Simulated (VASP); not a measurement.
# Sb5Ga5H18 in VASP: single point with PBE

Aim: the single point of Sb5Ga5H18 with PBE.

Program: VASP 6.6.1. These are calculated values, not measurements. Logs are shortened: lines on timing, memory, paths and dates and some standing lists are left out, and cuts for length are marked.

### Step 1. The cell of the first run

The cell holds a cluster in a box, 28 atoms: a = 16.200 Å, b = 16.300 Å, c = 16.600 Å, α = 90.00°, β = 90.00°, γ = 90.00°.

### Step 2. Single point, PBE

Input file INCAR:

```
PREC = Accurate ; ENCUT = 520
EDIFF = 1E-7 ; ISMEAR = 0
SIGMA = 0.05 ; LREAL = Auto
LASPH = T ; NELM = 80
ALGO = Normal ; ISIF = 2
LWAVE = F ; LCHARG = F
GGA = PE ; NBANDS = 74
```

Input file KPOINTS:

```
Automatic mesh
0
Gamma
  1 1 1
```

Input file POSCAR:

```
Ga5Sb5H18
1.0
   16.2000000000      0.0000000000      0.0000000000
    0.0000000000     16.3000000000      0.0000000000
    0.0000000000      0.0000000000     16.6000000000
Sb Ga H
5 5 18
Direct
    0.5185292669      0.4124929085      0.6003465737
    0.5185248421      0.6021877363      0.4140825650
    0.3559518379      0.3975657459      0.3994205603
    0.6492114180      0.3878641866      0.3898948030
    0.6728953350      0.6142296184      0.6121630189
    0.4271708479      0.5111051824      0.5109145113
    0.5767103759      0.2926187883      0.5037876952
    0.6036131844      0.7151278002      0.5012364578
    0.5767178571      0.5038588613      0.2963781184
    0.6036099776      0.5012624699      0.7112388145
    0.4428039207      0.3643730936      0.6548492576
    0.3408485101      0.5421146902      0.5413605289
    0.4428004851      0.6576917539      0.3668276034
    0.4990607912      0.2560337411      0.4602007045
    0.6440725067      0.2406454695      0.5470028114
    0.5382153123      0.7667558036      0.5479394104
    0.6740443317      0.7494557445      0.4468987518
    0.4046757802      0.3322286261      0.3352353511
    0.2886938663      0.3271547891      0.4385057971
    0.2886855828      0.4373893274      0.3302997691
    0.7046780308      0.3246799868      0.3278445212
    0.7335973491      0.4324937406      0.4337215110
    0.4990749560      0.4594721201      0.2604350362
    0.6440760952      0.5478760709      0.2453420072
    0.5382112541      0.5488296851      0.7619289652
    0.6740464478      0.4459382926      0.7449566221
    0.7326780012      0.6754516467      0.6722784701
    0.7542878531      0.5669260280      0.5657127573
```

Potentials or basis: VASP PAW PBE potentials, release 64 (Sb, Ga_d, H).

Run with:

```console
> cat potpaw_PBE.64/Sb/POTCAR potpaw_PBE.64/Ga_d/POTCAR potpaw_PBE.64/H/POTCAR > POTCAR
> mpirun -np 1 vasp_gam > vasp.out
```

OUTCAR:

```text
PREC = Accurate
   ENCUT = 520
   EDIFF = 1E-7
   ISMEAR = 0
   LREAL = Auto
   LASPH = T
   NELM = 80
   ISIF = 2
   GGA = PE

 ion  position               nearest neighbor table
   1  0.519  0.412  0.600-  11 1.71   6 2.64   7 2.70  10 2.72
   2  0.519  0.602  0.414-  13 1.71   6 2.64   9 2.70   8 2.72
   3  0.356  0.398  0.399-  18 1.70  19 1.71  20 1.71   6 2.86
   4  0.649  0.388  0.390-  22 1.71  21 1.71   9 2.71   7 2.71
   5  0.673  0.614  0.612-  28 1.71  27 1.71   8 2.71  10 2.71
   6  0.427  0.511  0.511-  12 1.57   1 2.64   2 2.64   3 2.86
   7  0.577  0.293  0.504-  15 1.56  14 1.57   1 2.70   4 2.71
   8  0.604  0.715  0.501-  17 1.56  16 1.56   5 2.71   2 2.72
   9  0.577  0.504  0.296-  24 1.56  23 1.57   2 2.70   4 2.71
  10  0.604  0.501  0.711-  26 1.56  25 1.56   5 2.71   1 2.72
  11  0.443  0.364  0.655-   1 1.71
  12  0.341  0.542  0.541-   6 1.57
  13  0.443  0.658  0.367-   2 1.71
  14  0.499  0.256  0.460-   7 1.57
  15  0.644  0.241  0.547-   7 1.56
  16  0.538  0.767  0.548-   8 1.56
[... 10 lines left out ...]
  27  0.733  0.675  0.672-   5 1.71
  28  0.754  0.567  0.566-   5 1.71

  LATTYP: Found a simple orthorhombic cell.
 ALAT       =    16.2000000000
 B/A-ratio  =     1.0061728395
 C/A-ratio  =     1.0246913580

  Lattice vectors:

 A1 = (  16.2000000000,   0.0000000000,   0.0000000000)
 A2 = (   0.0000000000,  16.3000000000,   0.0000000000)
 A3 = (   0.0000000000,   0.0000000000,  16.6000000000)

Analysis of symmetry for initial positions (statically):
=====================================================================
 Subroutine PRICEL returns:
 Original cell was already a primitive cell.

 Routine SETGRP: Setting up the symmetry group for a
 simple orthorhombic supercell.

 Subroutine GETGRP returns: Found  1 space group operations
 (whereof  1 operations were pure point group operations)
 out of a pool of  8 trial point group operations.

The static configuration has the point symmetry C_1 .

Analysis of symmetry for dynamics (positions and initial velocities):
=====================================================================
 Subroutine PRICEL returns:
 Original cell was already a primitive cell.

 Routine SETGRP: Setting up the symmetry group for a
 simple orthorhombic supercell.

 Subroutine GETGRP returns: Found  1 space group operations
 (whereof  1 operations were pure point group operations)
 out of a pool of  8 trial point group operations.
[... 132 lines left out ...]
   NSW    =      0    number of steps for IOM
   IBRION =     -1    ionic relax: 0-MD 1-quasi-New 2-CG
   NFREE  =      0    steps in history (QN), initial steepest desc. (CG)
   ISIF   =      2    stress and relaxation
   ISYM   =      2    0-nonsym 1-usesym 2-fastsym
   POTIM  = 0.5000    time-step for ionic-motion
   TEBEG  =    0.0;   TEEND  =   0.0 temperature during run
   PSTRESS=    0.0 pullay stress
   NELECT =     108.0000    total number of electrons
   NUPDOWN=      -1.0000    fix difference up-down
   EMIN   =  10.00;   EMAX   =-10.00  energy-range for DOS
   EFERMI =   0.00;   METHOD = LEGACY
   ISMEAR =     0;   SIGMA  =   0.05  broadening in eV -4-tet -1-fermi 0-gaus
   EFERMI_NEDOS =   21; number of points for ismear=-14 and -15
   IALGO  =     38    algorithm
   IMIX   =      4    mixing-type and parameters
     AMIX     =   0.40;   BMIX     =  1.00
     AMIX_MAG =   1.60;   BMIX_MAG =  1.00
  volume/ion in A,a.u.               =     156.55      1056.45
  Fermi-wavevector in a.u.,A,eV,Ry     =   0.476372  0.900212  3.087569  0.226930
  Thomas-Fermi vector in A             =   1.471726
   LORBIT       =      0    0 simple, 1 ext, 2 COOP (PROOUT), +10 PAW based schemes
   GGA     = PE    functional components
   LHFCALC =     F    Hartree Fock is set to
   AEXX    =    0.0000 exact exchange contribution
   IVDW    =     0    specifies the selected vdW correction
   LEPSILON=     F    determine dielectric tensor
   LRPA    =     F    only Hartree local field effects (RPA)
 non-spin polarized calculation
 Gauss-broadening in eV      SIGMA  =   0.05
  energy-cutoff  :      520.00
  volume of cell :     4383.40
 maximum number of plane-waves:     59001
   NGX = 61   NGY = 61   NGZ = 61

 number of electron     107.9999986 magnetization

 Free energy of the ion-electron system (eV)
  ---------------------------------------------------
  ext. energy  EPLUGINS =         0.00000000
  ---------------------------------------------------
  free energy    TOTEN  =       -90.66717760 eV

  energy without entropy =      -90.66717760  energy(sigma->0) =      -90.66717760

 E-fermi :  -5.1698     XC(G=0):  -1.3114

 val. band max:       -5.4236374994   @ k =   0.0000   0.0000   0.0000
 cond. band min:      -1.8237323240   @ k =   0.0000   0.0000   0.0000
 fundamental gap:      3.5999051754
 Fermi energy:        -5.1697893877

 k-point     1 :       0.0000    0.0000    0.0000
  band No.  band energies     occupation
      1     -18.8876      2.00000
      2     -18.8239      2.00000
      3     -18.7810      2.00000
      4     -18.7494      2.00000
      5     -18.7099      2.00000
      6     -18.3100      2.00000
[... 58 lines left out ...]
     65      -0.3902      0.00000
     66      -0.3086      0.00000
 [bands above 66 left out]

------------------------ aborting loop because EDIFF is reached ----------------------------------------

  FORCE on cell =-STRESS in cart. coord.  units (eV):
  Direction    XX          YY          ZZ          XY          YZ          ZX
  --------------------------------------------------------------------------------------
  -------------------------------------------------------------------------------------
  Total        0.4057628      0.2373189      0.2438516      0.0147408      0.0543514      0.0080117
  in kB        0.1483106      0.0867426      0.0891303      0.0053879      0.0198660      0.0029284
  external PRESSURE =       0.1080612 kB  Pullay stress =       0.0000000 kB

 VOLUME and BASIS-vectors are now :
 -----------------------------------------------------------------------------
  energy-cutoff  :      520.00
  volume of cell :     4383.40
      direct lattice vectors                 reciprocal lattice vectors
    16.200000000  0.000000000  0.000000000     0.061728395  0.000000000  0.000000000
     0.000000000 16.300000000  0.000000000     0.000000000  0.061349693  0.000000000
     0.000000000  0.000000000 16.600000000     0.000000000  0.000000000  0.060240964

 POSITION                                       TOTAL-FORCE (eV/Angst)
 -----------------------------------------------------------------------------------
      8.40017      6.72363      9.96575         0.087950      0.051585     -0.053666
      8.40010      9.81566      6.87377         0.085639     -0.055021      0.053234
      5.76642      6.48032      6.63038         0.090266      0.105771      0.109767
     10.51722      6.32219      6.47225        -0.130812      0.023246      0.023008
     10.90090     10.01194     10.16191        -0.138292     -0.018940     -0.015410
      6.92017      8.33101      8.48118        -0.068660      0.009658      0.009274
[... 20 lines left out ...]
     11.86938     11.00986     11.15982         0.058264      0.057654      0.057228
     12.21946      9.24089      9.39083         0.080789     -0.047086     -0.047572
 -----------------------------------------------------------------------------------
    total drift:                                0.001656     -0.009916      0.004243

  FREE ENERGIE OF THE ION-ELECTRON SYSTEM (eV)
  ---------------------------------------------------
  free  energy   TOTEN  =       -90.6671775986 eV

  energy  without entropy=      -90.6671775986  energy(sigma->0) =      -90.66717760
```

stdout:

```text
POSCAR found type information on POSCAR SbGaH
 POSCAR found :  3 types and      28 ions
 scaLAPACK will be used
 LDA part: xc-table for (Slater+PW92), standard interpolation
 POSCAR, INCAR and KPOINTS ok, starting setup
 FFT: planning ... GRIDC
 FFT: planning ... GRID_SOFT
 FFT: planning ... GRID
 WAVECAR not read
 entering main loop
```

Run time: 18 min. Hardware: 1 thread of Intel Xeon Platinum 8259CL at 2.50GHz (Skylake/Cascade Lake), shared host; peak memory 2.8 GiB.

What came out:

* Free energy: -90.6672 eV
* Largest force: 0.177 eV/Å
* Gap between the frontier levels: 3.60 eV

Forces on the atoms (eV/Å):
```
Sb   0.088  0.052 -0.054
Sb   0.086 -0.055  0.053
Sb   0.090  0.106  0.110
Sb  -0.131  0.023  0.023
Sb  -0.138 -0.019 -0.015
Ga  -0.069  0.010  0.009
Ga   0.011 -0.023  0.005
Ga   0.005  0.022 -0.004
Ga   0.012  0.006 -0.024
Ga   0.004 -0.004  0.023
H   -0.078 -0.047  0.054
H    0.042 -0.014 -0.014
H   -0.078  0.055 -0.047
H    0.004  0.002  0.004
H   -0.008  0.008 -0.005
H    0.008 -0.007 -0.004
H   -0.011 -0.004  0.007
H    0.042 -0.068 -0.069
H   -0.069 -0.072  0.032
H   -0.069  0.033 -0.072
H    0.049 -0.059 -0.059
H    0.079  0.041  0.041
H    0.004  0.004  0.002
H   -0.008 -0.004  0.008
H    0.008 -0.004 -0.008
H   -0.011  0.007 -0.005
H    0.058  0.058  0.057
H    0.081 -0.047 -0.048
```

Caveat: spin-orbit coupling is left out, which moves the levels of the heavy elements.
